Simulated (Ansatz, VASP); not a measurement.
Given: the input of a run of Ansatz 0.2.0 on Au.

File input.yaml:

```yaml
crystal:
  lattice:
    - [2.8407997153, 0.0, 0.0]
    - [-1.4203998576, 2.4602047205, 0.0]
    - [0.0, 0.0, 4.7803802105]
  atoms:
    - { symbol: Au, position: [0.6666666667, 0.3333333333, 0.25] }
    - { symbol: Au, position: [0.3333333333, 0.6666666667, 0.75] }
kpoints:
  mp_grid: { grid: [11, 11, 6] }
scf:
  occupations: { method: fermi_dirac, width: 0.05 }
hamiltonian:
  xc: lda
  pseudopotentials: { kind: all_electron, lapw: { basis_error: 0.001 } }
output:
  forces: true
  stress: true
  eigenvalues: true
```

Potentials or basis: all-electron LAPW, scalar-relativistic.

Command:

```sh
$ ansatz run input.yaml --threads 1 --pin off --max-ram 3072MiB --backend cpu --events-out ev --progress --plain --runs-dir out
```

Set up the same calculation for VASP 6.6.1. Potentials there: VASP PAW LDA potentials, release 64 (Au).

As run (the cutoff follows the program's own potentials):

INCAR

```
SYSTEM = Au
PREC = Accurate
ENCUT = 520
EDIFF = 1E-7
ISMEAR = -1
SIGMA = 0.05
LREAL = .False.
LASPH = .True.
NELM = 80
ALGO = Normal
ISIF = 2
LWAVE = .False.
LCHARG = .False.
GGA = CA
NBANDS = 18
```

File KPOINTS:

```
regular mesh
0
Gamma
  11 11 6
  0 0 0
```

Contents of POSCAR:

```
Au
1.0
    2.8407997153      0.0000000000      0.0000000000
   -1.4203998576      2.4602047205      0.0000000000
    0.0000000000      0.0000000000      4.7803802105
Au
2
Direct
    0.6666666667      0.3333333333      0.2500000000
    0.3333333333      0.6666666667      0.7500000000
```

Potentials or basis: VASP PAW LDA potentials, release 64 (Au).

Launch:

```bash
$ cat potpaw_LDA.64/Au/POTCAR > POTCAR
$ mpirun -np 1 vasp_std > vasp.out
```

Both were run:

|  | VASP | Ansatz | Ansatz less VASP |
| --- | --- | --- | --- |
| gap on the k mesh at the Fermi level (eV) | none | none | - |
| pressure (GPa) | -0.8 | -1.3 | -0.48 |
| traceless stress, the component that is largest in VASP (GPa) | -0.85 | -0.76 | +0.088 |

LDA's correlation is that of Perdew and Zunger in VASP and of Perdew and Wang (1992) in Ansatz. A gap of «none» marks a metal or a gap that the smearing closes. Ansatz ran all-electron here, and VASP with PAW potentials.

Neither program's run includes spin-orbit coupling.
